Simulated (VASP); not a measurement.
# Si4Ni3Pt (Pmm2) in VASP: single point with PBE

Aim: the single point of Si4Ni3Pt with PBE.

Program: VASP 6.6.1. These are calculated values, not measurements. Logs are shortened: lines on timing, memory, paths and dates and some standing lists are left out, and cuts for length are marked.

### 1 The cell of the first run

Symmetry: Pmm2, No. 25, orthorhombic system. The conventional cell has a = 3.340 Å, b = 6.234 Å, c = 4.820 Å, α = 90.00°, β = 90.00°, γ = 90.00°. Within 3.1 Å of Si (site symmetry m) lie 4 Ni at 2.35 to 2.47 Å and 2 Pt at 2.52 Å and 5 Si at 2.68 to 2.92 Å. Si (site symmetry mm2) has 6 Ni at 2.39 to 2.42 Å and 6 Si at 2.68 to 3.12 Å within 3.2 Å. Within 3.2 Å of Si (site symmetry mm2) lie 2 Pt at 2.40 to 2.43 Å and 4 Ni at 2.48 Å and 6 Si at 2.81 to 3.12 Å. Within 3.1 Å of Ni (site symmetry m) lie 6 Si at 2.35 to 2.48 Å and 3 Ni at 2.73 to 2.97 Å and 2 Pt at 2.82 Å. Ni (site symmetry mm2) has 6 Si at 2.39 to 2.42 Å and 4 Ni at 2.73 Å and 2 Pt at 3.12 Å within 3.2 Å. Pt (site symmetry mm2) has 6 Si at 2.40 to 2.52 Å and 6 Ni at 2.82 to 3.12 Å within 3.2 Å.

### 2 Single point, PBE

Contents of INCAR:

```
SYSTEM = Si4Ni3Pt
PREC = Accurate
ENCUT = 520
EDIFF = 1E-6
ISMEAR = -1
SIGMA = 0.15
LREAL = .FALSE.
LASPH = .TRUE.
NELM = 60
ALGO = Normal
ISIF = 2
LWAVE = .FALSE.
LCHARG = .TRUE.
GGA = PE
LELF = .TRUE.
LVHAR = .TRUE.
NBANDS = 38
```

Contents of KPOINTS:

```
Automatic mesh
0
G
  12 6 8
  0 0 0
```

Contents of POSCAR:

```
Si4Ni3Pt
1.0
    3.3402227463      0.0000000000      0.0000000000
    0.0000000000      6.2342715693      0.0000000000
    0.0000000000      0.0000000000      4.8204778689
Si Ni Pt
4 3 1
Direct
    0.5000000000      0.2337925227      0.1536433549
    0.5000000000      0.7662074773      0.1536433549
    0.0000000000      0.0000000000      0.8419797299
    0.0000000000      0.5000000000      0.8367296257
    0.5000000000      0.2378926205      0.6668922644
    0.5000000000      0.7621073795      0.6668922644
    0.0000000000      0.0000000000      0.3403624349
    0.0000000000      0.5000000000      0.3398569710
```

Potentials or basis: VASP PAW PBE potentials, release 64 (Si, Ni, Pt).

On the command line:

```sh
cat potpaw_PBE.64/Si/POTCAR potpaw_PBE.64/Ni/POTCAR potpaw_PBE.64/Pt/POTCAR > POTCAR
mpirun -np 1 vasp_std > vasp.out
```

OUTCAR:

```text
SYSTEM = Si4Ni3Pt
   PREC = Accurate
   ENCUT = 520
   EDIFF = 1E-6
   ISMEAR = -1
   LREAL = .FALSE.
   LASPH = .TRUE.
   NELM = 60
   ISIF = 2
   GGA = PE

 ion  position               nearest neighbor table
   1  0.500  0.234  0.154-   5 2.35   7 2.39   7 2.39   5 2.47   8 2.52   8 2.52   3 2.68   3 2.68
                             4 2.81   4 2.81   2 2.92
   2  0.500  0.766  0.154-   6 2.35   7 2.39   7 2.39   6 2.47   8 2.52   8 2.52   3 2.68   3 2.68
                             4 2.81   4 2.81   1 2.92
   3  0.000  0.000  0.842-   5 2.39   6 2.39   5 2.39   6 2.39   7 2.40   7 2.42   1 2.68   2 2.68
                             1 2.68   2 2.68   4 3.12   4 3.12
   4  0.000  0.500  0.837-   8 2.40   8 2.43   6 2.48   5 2.48   5 2.48   6 2.48   1 2.81   2 2.81
                             2 2.81   1 2.81   3 3.12   3 3.12
   5  0.500  0.238  0.667-   1 2.35   3 2.39   3 2.39   1 2.47   4 2.48   4 2.48   7 2.73   7 2.73
                             8 2.82   8 2.82   6 2.97
   6  0.500  0.762  0.667-   2 2.35   3 2.39   3 2.39   2 2.47   4 2.48   4 2.48   7 2.73   7 2.73
                             8 2.82   8 2.82   5 2.97
   7  0.000  0.000  0.340-   1 2.39   2 2.39   1 2.39   2 2.39   3 2.40   3 2.42   5 2.73   6 2.73
                             5 2.73   6 2.73   8 3.12   8 3.12
   8  0.000  0.500  0.340-   4 2.40   4 2.43   1 2.52   2 2.52   1 2.52   2 2.52   6 2.82   5 2.82
                             5 2.82   6 2.82   7 3.12   7 3.12

  LATTYP: Found a simple orthorhombic cell.
 ALAT       =     3.3402227463
 B/A-ratio  =     1.4431606019
 C/A-ratio  =     1.8664239013

  Lattice vectors:

 A1 = (  -3.3402227463,   0.0000000000,   0.0000000000)
 A2 = (   0.0000000000,   0.0000000000,   4.8204778689)
 A3 = (   0.0000000000,   6.2342715693,   0.0000000000)

Analysis of symmetry for initial positions (statically):
=====================================================================
 Subroutine PRICEL returns:
 Original cell was already a primitive cell.

 Routine SETGRP: Setting up the symmetry group for a
 simple orthorhombic supercell.

 Subroutine GETGRP returns: Found  4 space group operations
 (whereof  4 operations were pure point group operations)
 out of a pool of  8 trial point group operations.

The static configuration has the point symmetry C_2v.

Analysis of symmetry for dynamics (positions and initial velocities):
=====================================================================
 Subroutine PRICEL returns:
 Original cell was already a primitive cell.

 Routine SETGRP: Setting up the symmetry group for a
 simple orthorhombic supercell.

 Subroutine GETGRP returns: Found  4 space group operations
 (whereof  4 operations were pure point group operations)
 out of a pool of  8 trial point group operations.

The dynamic configuration has the point symmetry C_2v.

 Subroutine INISYM returns: Found  4 space group operations
 (whereof  4 operations are pure point group operations),
 and found     1 'primitive' translations

----------------------------------------------------------------------------------------

                                     Primitive cell

  volume of cell :     100.3809

  direct lattice vectors                    reciprocal lattice vectors
     3.340222746  0.000000000  0.000000000     0.299381232  0.000000000  0.000000000
     0.000000000  6.234271569  0.000000000     0.000000000  0.160403664  0.000000000
     0.000000000  0.000000000  4.820477869     0.000000000  0.000000000  0.207448313

  length of vectors
     3.340222746  6.234271569  4.820477869     0.299381232  0.160403664  0.207448313

  position of ions in fractional coordinates (direct lattice)
     0.500000000  0.233792523  0.153643355
     0.500000000  0.766207477  0.153643355
     0.000000000  0.000000000  0.841979730
     0.000000000  0.500000000  0.836729626
     0.500000000  0.237892620  0.666892264
     0.500000000  0.762107380  0.666892264
     0.000000000  0.000000000  0.340362435
     0.000000000  0.500000000  0.339856971

  ion indices of the primitive-cell ions
   primitive index   ion index
                 1           1
                 2           2
                 3           3
                 4           4
                 5           5
                 6           6
                 7           7
                 8           8

----------------------------------------------------------------------------------------

 KPOINTS: Automatic mesh

Automatic generation of k-mesh.
 Grid dimensions read from file:
 generate k-points for:   12    6    8

 Generating k-lattice:

  Cartesian coordinates                     Fractional coordinates (reciprocal lattice)
     0.024948436  0.000000000  0.000000000     0.083333333  0.000000000  0.000000000
     0.000000000  0.026733944  0.000000000     0.000000000  0.166666667  0.000000000
     0.000000000  0.000000000  0.025931039     0.000000000  0.000000000  0.125000000

  Length of vectors
     0.024948436  0.026733944  0.025931039

  Shift w.r.t. Gamma in fractional coordinates (k-lattice)
     0.000000000  0.000000000  0.000000000

 Subroutine IBZKPT returns following result:
 ===========================================

 Found    140 irreducible k-points:

 Following reciprocal coordinates:
            Coordinates               Weight
  0.000000  0.000000  0.000000      1.000000
  0.083333  0.000000  0.000000      2.000000
  0.166667  0.000000  0.000000      2.000000
  0.250000  0.000000  0.000000      2.000000
  0.333333  0.000000  0.000000      2.000000
  0.416667  0.000000  0.000000      2.000000
[... 16 lines left out ...]
  0.083333  0.500000  0.000000      2.000000
  0.166667  0.500000  0.000000      2.000000
 [... further k-points ...]
   k-points           NKPTS =    140   k-points in BZ     NKDIM =    140   number of bands    NBANDS=     38
   number of dos      NEDOS =    301   number of ions     NIONS =      8
   total plane-waves  NPLWV =  48384
   dimension x,y,z NGX =    28 NGY =   48 NGZ =   36
   dimension x,y,z NGXF=    56 NGYF=   96 NGZF=   72
   ions per type =               4   3   1
   NGX,Y,Z   is equivalent  to a cutoff of  13.94, 12.80, 12.42 a.u.
   NGXF,Y,Z  is equivalent  to a cutoff of  27.87, 25.60, 24.83 a.u.
 SYSTEM =  Si4Ni3Pt
   PREC   = accura    normal or accurate (medium, high low for compatibility)
   ISTART =      0    job   : 0-new  1-cont  2-samecut
   ICHARG =      2    charge: 1-file 2-atom 10-const
   ISPIN  =      1    spin polarized calculation?
   LNONCOLLINEAR =      F non collinear calculations
   LSORBIT =      F    spin-orbit coupling
   LASPH  =      T    aspherical Exc in radial PAW
   ENCUT  =  520.0 eV  38.22 Ry    6.18 a.u.   6.21 11.59  8.96*2*pi/ulx,y,z
   NELM   =     60;   NELMIN=  2; NELMDL= -5     # of ELM steps
   EDIFF  = 0.1E-05   stopping-criterion for ELM
   LREAL  =      F    real-space projection
[... 7 lines left out ...]
   TEBEG  =    0.0;   TEEND  =   0.0 temperature during run
   PSTRESS=    0.0 pullay stress
   NELECT =      56.0000    total number of electrons
   NUPDOWN=      -1.0000    fix difference up-down
   EMIN   =  10.00;   EMAX   =-10.00  energy-range for DOS
   EFERMI =   0.00;   METHOD = LEGACY
   ISMEAR =    -1;   SIGMA  =   0.15  broadening in eV -4-tet -1-fermi 0-gaus
   EFERMI_NEDOS =   21; number of points for ismear=-14 and -15
   IALGO  =     38    algorithm
   IMIX   =      4    mixing-type and parameters
     AMIX     =   0.40;   BMIX     =  1.00
     AMIX_MAG =   1.60;   BMIX_MAG =  1.00
  volume/ion in A,a.u.               =      12.55        84.68
  Fermi-wavevector in a.u.,A,eV,Ry     =   1.347681  2.546748 24.711500  1.816244
  Thomas-Fermi vector in A             =   2.475412
   LORBIT       =      0    0 simple, 1 ext, 2 COOP (PROOUT), +10 PAW based schemes
   GGA     = PE    functional components
   LHFCALC =     F    Hartree Fock is set to
   AEXX    =    0.0000 exact exchange contribution
   IVDW    =     0    specifies the selected vdW correction
   LEPSILON=     F    determine dielectric tensor
   LRPA    =     F    only Hartree local field effects (RPA)
 non-spin polarized calculation
  energy-cutoff  :      520.00
  volume of cell :      100.38
 maximum number of plane-waves:      2726
 NGX is ok and might be reduce to    28
   NGX = 13   NGY = 23   NGZ = 17

 number of electron      56.0000013 magnetization

 Free energy of the ion-electron system (eV)
  ---------------------------------------------------
  ext. energy  EPLUGINS =         0.00000000
  ---------------------------------------------------
  free energy    TOTEN  =       -48.01766611 eV

  energy without entropy =      -47.84690685  energy(sigma->0) =      -47.93228648

 E-fermi :  11.1723     XC(G=0): -12.3592

 val. band max:       11.1614486284   @ k =   0.0833   0.1667   0.3750
 cond. band min:      11.1777557476   @ k =   0.4167   0.3333   0.5000
 fundamental gap:      0.0163071192
 Fermi energy:        11.1723381118

 k-point     1 :       0.0000    0.0000    0.0000
  band No.  band energies     occupation
      1      -2.4908      2.00000
      2       0.8718      2.00000
      3       1.2519      2.00000
      4       2.5711      2.00000
      5       4.6257      2.00000
      6       5.2386      2.00000
[... 30 lines left out ...]
     37      16.6116      0.00000
     38      17.2714      0.00000

 k-point     2 :       0.0833    0.0000    0.0000
  band No.  band energies     occupation
      1      -2.3987      2.00000
      2       0.9433      2.00000
      3       1.3098      2.00000
      4       2.6309      2.00000
      5       4.6815      2.00000
      6       5.2825      2.00000
[... 30 lines left out ...]
     37      17.0458      0.00000
     38      17.3989      0.00000

 k-point     3 :       0.1667    0.0000    0.0000
  band No.  band energies     occupation
      1      -2.1243      2.00000
      2       1.1502      2.00000
      3       1.4764      2.00000
      4       2.7780      2.00000
      5       4.8187      2.00000
      6       5.3582      2.00000
[... 30 lines left out ...]
     37      17.3115      0.00000
[... 781 lines left out ...]
 k-point    23 :       0.0833    0.5000    0.0000
  band No.  band energies     occupation
      1      -1.4831      2.00000
      2      -1.4418      2.00000
      3       2.7226      2.00000
      4       3.4684      2.00000
      5       4.9609      2.00000
      6       5.1424      2.00000
[... 30 lines left out ...]
     37      16.1967      0.00000
     38      16.2384      0.00000

 k-point    24 :       0.1667    0.5000    0.0000
  band No.  band energies     occupation
      1      -1.2320      2.00000
      2      -1.1756      2.00000
      3       2.8302      2.00000
      4       3.4926      2.00000
      5       5.1674      2.00000
      6       5.2223      2.00000
[... 30 lines left out ...]
     37      17.0677      0.00000
     38      17.2858      0.00000

 [... further k-points ...]
[... 5 lines left out ...]
  --------------------------------------------------------------------------------------
  -------------------------------------------------------------------------------------
  Total       -0.0109529     -0.0515239      0.1125541      0.0000000      0.0000000      0.0000000
  in kB       -0.1748184     -0.8223713      1.7964729      0.0000000      0.0000000      0.0000000
  external PRESSURE =       0.2664278 kB  Pullay stress =       0.0000000 kB

 VOLUME and BASIS-vectors are now :
 -----------------------------------------------------------------------------
  energy-cutoff  :      520.00
  volume of cell :      100.38
      direct lattice vectors                 reciprocal lattice vectors
     3.340222746  0.000000000  0.000000000     0.299381232  0.000000000  0.000000000
     0.000000000  6.234271569  0.000000000     0.000000000  0.160403664  0.000000000
     0.000000000  0.000000000  4.820477869     0.000000000  0.000000000  0.207448313

 POSITION                                       TOTAL-FORCE (eV/Angst)
 -----------------------------------------------------------------------------------
      1.67011      1.45753      0.74063         0.000000      0.006388     -0.001938
      1.67011      4.77675      0.74063         0.000000     -0.006388     -0.001938
      0.00000      0.00000      4.05874         0.000000      0.000000      0.007940
      0.00000      3.11714      4.03344         0.000000      0.000000      0.011278
      1.67011      1.48309      3.21474         0.000000      0.008999     -0.008276
      1.67011      4.75118      3.21474         0.000000     -0.008999     -0.008276
      0.00000      0.00000      1.64071         0.000000      0.000000      0.007905
      0.00000      3.11714      1.63827         0.000000      0.000000     -0.006696
 -----------------------------------------------------------------------------------
    total drift:                                0.000000      0.000000      0.000033

  FREE ENERGIE OF THE ION-ELECTRON SYSTEM (eV)
  ---------------------------------------------------
  free  energy   TOTEN  =       -48.0176661137 eV

  energy  without entropy=      -47.8469068498  energy(sigma->0) =      -47.93228648
```

It took 8.3 min on 1 thread of Intel Xeon Platinum 8488C (Sapphire Rapids), shared host; peak memory 0.56 GiB.

Results:

| Item | Value |
| --- | --- |
| Free energy | -48.0177 eV |
| Pressure | 0.0 GPa |
| Largest force | 0.012 eV/Å |
| Band gap on the k mesh | zero (bands 28 and 29 overlap by 2.11 eV) |

Forces on the atoms (eV/Å):
```
Si   0.000  0.006 -0.002
Si   0.000 -0.006 -0.002
Si   0.000  0.000  0.008
Si   0.000  0.000  0.011
Ni   0.000  0.009 -0.008
Ni   0.000 -0.009 -0.008
Ni   0.000  0.000  0.008
Pt   0.000  0.000 -0.007
```

Caveat: spin-orbit coupling is left out, which moves the levels of the heavy elements.
